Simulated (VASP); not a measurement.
# ZrB2 in VASP: further runs

The runs below take ZrB2 through electric field gradients, with LDA.

Program: VASP 6.6.1. These are calculated values, not measurements. Logs are shortened: lines on timing, memory, paths and dates and some standing lists are left out, and cuts for length are marked.

**1. The cell of the first run**

The typed cell holds 3 atoms: a = 3.165 Å, b = 3.151 Å, c = 3.520 Å, α = 89.79°, β = 89.43°, γ = 119.57°.

**2. Electric field gradients, LDA (equal xy, yz and zx shear strains of +1 %)**

Input file INCAR:

```
  PREC = Accurate
  ENCUT = 520
  EDIFF = 1E-8
  ISMEAR = -1
  SIGMA = 0.05
  LREAL = False
  LASPH = True
  NELM = 80
  ALGO = Normal
  ISIF = 2
  LWAVE = False
  LCHARG = False
  LEFG = True
  NBANDS = 16
```

Input file KPOINTS:

```
Automatic mesh
0
Gamma
  12 12 9
```

Input file POSCAR:

```
ZrB2
1.0
    3.1649998255      0.0158249991      0.0158249991
   -1.5687950615      2.7330577523      0.0057923517
    0.0176000000      0.0176000000      3.5200000000
Zr B
1 2
Direct
    0.0000000000      0.0000000000      0.0000000000
    0.3333333333      0.6666666667      0.5000000000
    0.6666666667      0.3333333333      0.5000000000
```

Potentials or basis: VASP PAW LDA potentials, release 64 (Zr_sv, B).

Launch:

```sh
$ cat potpaw_LDA.64/Zr_sv/POTCAR potpaw_LDA.64/B/POTCAR > POTCAR
$ mpirun -np 1 vasp_std > vasp.out
```

OUTCAR:

```text
PREC = Accurate
   ENCUT = 520
   EDIFF = 1E-8
   ISMEAR = -1
   LREAL = False
   LASPH = True
   NELM = 80
   ISIF = 2

 ion  position               nearest neighbor table
   1  0.000  0.000  0.000-   2 2.52   3 2.52   3 2.53   2 2.53   3 2.53   2 2.53   2 2.54   3 2.54
                             3 2.55   2 2.55   3 2.56   2 2.56
   2  0.333  0.667  0.500-   3 1.82   3 1.83   3 1.84   1 2.52   1 2.53   1 2.53   1 2.54   1 2.55
                             1 2.56
   3  0.667  0.333  0.500-   2 1.82   2 1.83   2 1.84   1 2.52   1 2.53   1 2.53   1 2.54   1 2.55
                             1 2.56

  LATTYP: Found a triclinic cell.
 ALAT       =     3.1650789495
 B/A-ratio  =     3.6200082127
 C/A-ratio  =     1.0043313550
 COS(alpha) =     0.0005867594
 COS(beta)  =     0.5064876926
 COS(gamma) =     0.8208512230

  Lattice vectors:

 A1 = (   3.1649998255,   0.0158249991,   0.0158249991)
 A2 = (   9.4499897740,  -5.4520655064,  -3.4999347052)
 A3 = (   1.5962047640,   2.7488827514,   0.0216173508)

Analysis of symmetry for initial positions (statically):
=====================================================================
 Subroutine PRICEL returns:
 Original cell was already a primitive cell.

 Routine SETGRP: Setting up the symmetry group for a
 triclinic supercell.

 Subroutine GETGRP returns: Found  2 space group operations
 (whereof  2 operations were pure point group operations)
 out of a pool of  2 trial point group operations.

The static configuration has the point symmetry S_2 .

Analysis of symmetry for dynamics (positions and initial velocities):
=====================================================================
 Subroutine PRICEL returns:
 Original cell was already a primitive cell.

 Routine SETGRP: Setting up the symmetry group for a
 triclinic supercell.

 Subroutine GETGRP returns: Found  2 space group operations
 (whereof  2 operations were pure point group operations)
 out of a pool of  2 trial point group operations.

The dynamic configuration has the point symmetry S_2 .

 Subroutine INISYM returns: Found  2 space group operations
 (whereof  2 operations are pure point group operations),
 and found     1 'primitive' translations

----------------------------------------------------------------------------------------

                                     Primitive cell

  volume of cell :      30.5343

  direct lattice vectors                    reciprocal lattice vectors
     3.164999825  0.015824999  0.015824999     0.315063910  0.180854235 -0.002479591
    -1.568795061  2.733057752  0.005792352    -0.001815186  0.364852465 -0.001815186
     0.017600000  0.017600000  3.520000000    -0.001413458 -0.001413458  0.284105044

  length of vectors
     3.165078950  3.151310231  3.520087999     0.363290064  0.364861496  0.284112076

  position of ions in fractional coordinates (direct lattice)
     0.000000000  0.000000000  0.000000000
     0.333333333  0.666666667  0.500000000
     0.666666667  0.333333333  0.500000000

  ion indices of the primitive-cell ions
   primitive index   ion index
                 1           1
                 2           2
                 3           3

----------------------------------------------------------------------------------------

 KPOINTS: Automatic mesh

Automatic generation of k-mesh.
 Grid dimensions read from file:
 generate k-points for:   12   12    9

 Generating k-lattice:

  Cartesian coordinates                     Fractional coordinates (reciprocal lattice)
     0.026255326  0.015071186 -0.000206633     0.083333333 -0.000000000  0.000000000
    -0.000151266  0.030404372 -0.000151266    -0.000000000  0.083333333  0.000000000
    -0.000157051 -0.000157051  0.031567227     0.000000000  0.000000000  0.111111111

  Length of vectors
     0.030274172  0.030405125  0.031568008

  Shift w.r.t. Gamma in fractional coordinates (k-lattice)
     0.000000000  0.000000000  0.000000000

 Subroutine IBZKPT returns following result:
 ===========================================

 Found    650 irreducible k-points:

 Following reciprocal coordinates:
            Coordinates               Weight
  0.000000  0.000000  0.000000      1.000000
  0.083333 -0.000000  0.000000      2.000000
  0.166667 -0.000000  0.000000      2.000000
  0.250000  0.000000  0.000000      2.000000
  0.333333 -0.000000  0.000000      2.000000
  0.416667 -0.000000  0.000000      2.000000
[... 16 lines left out ...]
  0.250000  0.166667  0.000000      2.000000
  0.333333  0.166667  0.000000      2.000000
 [... further k-points ...]
   k-points           NKPTS =    650   k-points in BZ     NKDIM =    650   number of bands    NBANDS=     16
   number of dos      NEDOS =    301   number of ions     NIONS =      3
   total plane-waves  NPLWV =  16128
   dimension x,y,z NGX =    24 NGY =   24 NGZ =   28
   dimension x,y,z NGXF=    48 NGYF=   48 NGZF=   56
   ions per type =               1   2
   NGX,Y,Z   is equivalent  to a cutoff of  12.61, 12.66, 13.22 a.u.
   NGXF,Y,Z  is equivalent  to a cutoff of  25.21, 25.32, 26.45 a.u.
 SYSTEM =  unknown system
   PREC   = accura    normal or accurate (medium, high low for compatibility)
   ISTART =      0    job   : 0-new  1-cont  2-samecut
   ICHARG =      2    charge: 1-file 2-atom 10-const
   ISPIN  =      1    spin polarized calculation?
   LNONCOLLINEAR =      F non collinear calculations
   LSORBIT =      F    spin-orbit coupling
   LASPH  =      T    aspherical Exc in radial PAW
   ENCUT  =  520.0 eV  38.22 Ry    6.18 a.u.   5.88  5.86  6.55*2*pi/ulx,y,z
   NELM   =     80;   NELMIN=  2; NELMDL= -5     # of ELM steps
   EDIFF  = 0.1E-07   stopping-criterion for ELM
   LREAL  =      F    real-space projection
   EDIFFG = 0.1E-06   stopping-criterion for IOM
   NSW    =      0    number of steps for IOM
   IBRION =     -1    ionic relax: 0-MD 1-quasi-New 2-CG
   NFREE  =      0    steps in history (QN), initial steepest desc. (CG)
   ISIF   =      2    stress and relaxation
   ISYM   =      2    0-nonsym 1-usesym 2-fastsym
   POTIM  = 0.5000    time-step for ionic-motion
   TEBEG  =    0.0;   TEEND  =   0.0 temperature during run
   PSTRESS=    0.0 pullay stress
   NELECT =      18.0000    total number of electrons
   NUPDOWN=      -1.0000    fix difference up-down
   EMIN   =  10.00;   EMAX   =-10.00  energy-range for DOS
   EFERMI =   0.00;   METHOD = LEGACY
   ISMEAR =    -1;   SIGMA  =   0.05  broadening in eV -4-tet -1-fermi 0-gaus
   EFERMI_NEDOS =   21; number of points for ismear=-14 and -15
   IALGO  =     38    algorithm
   IMIX   =      4    mixing-type and parameters
     AMIX     =   0.40;   BMIX     =  1.00
     AMIX_MAG =   1.60;   BMIX_MAG =  1.00
  volume/ion in A,a.u.               =      10.18        68.69
  Fermi-wavevector in a.u.,A,eV,Ry     =   1.372681  2.593991 25.636817  1.884253
  Thomas-Fermi vector in A             =   2.498266
   LORBIT       =      0    0 simple, 1 ext, 2 COOP (PROOUT), +10 PAW based schemes
   GGA     = CA    functional components
   LHFCALC =     F    Hartree Fock is set to
   AEXX    =    0.0000 exact exchange contribution
   IVDW    =     0    specifies the selected vdW correction
   LEPSILON=     F    determine dielectric tensor
   LRPA    =     F    only Hartree local field effects (RPA)
 non-spin polarized calculation
  energy-cutoff  :      520.00
  volume of cell :       30.53
 maximum number of plane-waves:       838
   NGX = 11   NGY = 11   NGZ = 13

 number of electron      18.0000000 magnetization

 Free energy of the ion-electron system (eV)
  ---------------------------------------------------
  ext. energy  EPLUGINS =         0.00000000
  ---------------------------------------------------
  free energy    TOTEN  =       -27.46114448 eV

  energy without entropy =      -27.45925338  energy(sigma->0) =      -27.46019893

 E-fermi :  10.6051     XC(G=0): -12.6188

 val. band max:       10.5850702388   @ k =  -0.1667   0.3333   0.1111
 cond. band min:      10.6223791987   @ k =   0.1667  -0.3333   0.1111
 fundamental gap:      0.0373089599
 Fermi energy:        10.6050513921

 k-point     1 :       0.0000    0.0000    0.0000
  band No.  band energies     occupation
      1     -37.7832      2.00000
      2     -16.1306      2.00000
      3     -15.5680      2.00000
      4     -15.5483      2.00000
      5      -2.0512      2.00000
      6       7.8304      2.00000
[... 8 lines left out ...]
     15      15.6801      0.00000
     16      15.8008      0.00000

 k-point     2 :       0.0833   -0.0000    0.0000
  band No.  band energies     occupation
      1     -37.7754      2.00000
      2     -16.1190      2.00000
      3     -15.6360      2.00000
      4     -15.5639      2.00000
      5      -1.9127      2.00000
      6       7.4466      2.00000
[... 8 lines left out ...]
     15      16.3115      0.00000
     16      16.6538      0.00000

 k-point     3 :       0.1667   -0.0000    0.0000
  band No.  band energies     occupation
      1     -37.7538      2.00000
      2     -16.0870      2.00000
      3     -15.8204      2.00000
      4     -15.6038      2.00000
      5      -1.5137      2.00000
      6       6.5172      2.00000
[... 8 lines left out ...]
     15      17.3560      0.00000
     16      17.4960      0.00000

 k-point     4 :       0.2500    0.0000    0.0000
  band No.  band energies     occupation
      1     -37.7241      2.00000
      2     -16.0637      2.00000
      3     -16.0429      2.00000
      4     -15.6573      2.00000
      5      -0.8944      2.00000
      6       5.3813      2.00000
[... 8 lines left out ...]
     15      17.7380      0.00000
     16      19.3043      0.00000
[... 324 lines left out ...]
 k-point    22 :       0.1667    0.1667    0.0000
  band No.  band energies     occupation
      1     -37.7088      2.00000
      2     -16.1269      2.00000
      3     -16.0203      2.00000
      4     -15.7461      2.00000
      5      -0.5347      2.00000
      6       5.2018      2.00000
[... 8 lines left out ...]
     15      17.8433      0.00000
     16      19.1656      0.00000

 k-point    23 :       0.2500    0.1667    0.0000
  band No.  band energies     occupation
      1     -37.6827      2.00000
      2     -16.2863      2.00000
      3     -15.9816      2.00000
      4     -15.8380      2.00000
      5       0.2452      2.00000
      6       4.3245      2.00000
[... 8 lines left out ...]
     15      18.1239      0.00000
     16      20.1705      0.00000

 k-point    24 :       0.3333    0.1667    0.0000
  band No.  band energies     occupation
      1     -37.6634      2.00000
      2     -16.4001      2.00000
      3     -15.9528      2.00000
      4     -15.9063      2.00000
      5       1.1662      2.00000
      6       3.3020      2.00000
[... 8 lines left out ...]
     15      19.4424      0.00000
     16      20.1970      0.00000

 [... further k-points ...]

------------------------ aborting loop because EDIFF is reached ----------------------------------------

  FORCE on cell =-STRESS in cart. coord.  units (eV):
  Direction    XX          YY          ZZ          XY          YZ          ZX
  --------------------------------------------------------------------------------------
  -------------------------------------------------------------------------------------
  Total       -1.3666408     -1.3681338     -1.1177255     -0.4880981     -0.4726804     -0.4727738
  in kB      -71.7095093    -71.7878510    -58.6485859    -25.6111722    -24.8021880    -24.8070881
  external PRESSURE =     -67.3819821 kB  Pullay stress =       0.0000000 kB

 VOLUME and BASIS-vectors are now :
 -----------------------------------------------------------------------------
  energy-cutoff  :      520.00
  volume of cell :       30.53
      direct lattice vectors                 reciprocal lattice vectors
     3.164999825  0.015824999  0.015824999     0.315063910  0.180854235 -0.002479591
    -1.568795061  2.733057752  0.005792352    -0.001815186  0.364852465 -0.001815186
     0.017600000  0.017600000  3.520000000    -0.001413458 -0.001413458  0.284105044

 POSITION                                       TOTAL-FORCE (eV/Angst)
 -----------------------------------------------------------------------------------
      0.00000      0.00000      0.00000         0.000000     -0.000000     -0.000000
      0.01794      1.83611      1.76914         0.021259      0.001202     -0.001891
      1.59587      0.93037      1.77248        -0.021259     -0.001202      0.001891
 -----------------------------------------------------------------------------------
    total drift:                               -0.000000      0.000000      0.000000

  FREE ENERGIE OF THE ION-ELECTRON SYSTEM (eV)
  ---------------------------------------------------
  free  energy   TOTEN  =       -27.4611444836 eV

  energy  without entropy=      -27.4592533818  energy(sigma->0) =      -27.46019893

 Electric field gradients (V/A^2)
---------------------------------------------------------------------
 ion       V_xx      V_yy      V_zz      V_xy      V_xz      V_yz
---------------------------------------------------------------------
   1     -22.427   -22.360    44.787     5.142    10.547    10.548
   2      -0.883    -0.876     1.758     0.501     0.352     0.352
   3      -0.883    -0.876     1.758     0.501     0.352     0.352
---------------------------------------------------------------------

 Electric field gradients after diagonalization (V/A^2)
 (convention: |V_zz| > |V_xx| > |V_yy|)
----------------------------------------------------------------------
 ion       V_xx      V_yy      V_zz     asymmetry (V_yy - V_xx)/ V_zz
----------------------------------------------------------------------
   1     -27.535   -20.652    48.187       0.143
   2      -1.380    -0.488     1.868       0.477
   3      -1.380    -0.488     1.868       0.477
----------------------------------------------------------------------

           NMR quadrupolar parameters

 Cq : quadrupolar parameter    Cq=e*Q*V_zz/h
 eta: asymmetry parameters     (V_yy - V_xx)/ V_zz
 Q  : nuclear electric quadrupole moment in mb (millibarn)
----------------------------------------------------------------------
 ion       Cq(MHz)       eta       Q (mb)
----------------------------------------------------------------------
   1       0.117       0.143       1.000
   2       0.005       0.477       1.000
   3       0.005       0.477       1.000
----------------------------------------------------------------------
```

It took 2.7 min on 1 thread of Intel Xeon Platinum 8488C (Sapphire Rapids), shared host; peak memory 0.39 GiB.

Results:

* Free energy: -27.4611 eV
* Pressure: -6.7 GPa
* Largest force: 0.021 eV/Å
* Band gap on the k mesh: zero (bands 9 and 10 overlap by 1.22 eV)
* Largest electric field gradient by atom: Zr +48.2; B +1.9 V/Å²

Forces on the atoms (eV/Å):
```
Zr   0.000  0.000  0.000
B    0.021  0.001 -0.002
B   -0.021 -0.001  0.002
```

Levels at points of the mesh, in eV from the Fermi level:
| k point | band 5 | band 6 | band 7 | band 8 | band 9 | band 10 | band 11 | band 12 | band 13 | band 14 |
| --- | --- | --- | --- | --- | --- | --- | --- | --- | --- | --- |
| (0.00, 0.00, 0.00) | -12.66 | -2.77 | -2.69 | -2.64 | -2.34 | 3.29 | 3.34 | 4.09 | 4.19 | 4.89 |
| (0.50, 0.00, 0.00) | -8.97 | -8.45 | -3.98 | -3.04 | -2.74 | 2.24 | 2.29 | 4.84 | 5.04 | 6.50 |
| (0.00, 0.50, 0.00) | -8.97 | -8.40 | -3.96 | -3.11 | -2.77 | 2.20 | 2.23 | 4.83 | 5.01 | 6.55 |
| (0.50, 0.50, 0.00) | -8.96 | -8.35 | -3.95 | -3.17 | -2.80 | 2.17 | 2.18 | 4.88 | 4.95 | 6.60 |

Electric field gradients, principal values (V/Å²):
```
atom    least   middle  greatest (by size)
1 Zr  -20.652  -27.535              48.187
 2 B   -0.488   -1.380               1.868
 3 B   -0.488   -1.380               1.868
```

Caveat: the cell differs from its parent crystal (equal xy, yz and zx shear strains of +1 %); the cell stands under tension; without QUAD_EFG the Cq values of the log hold for a quadrupole moment of 1 mb, not for the nuclei.

[end of part 1 of 2]
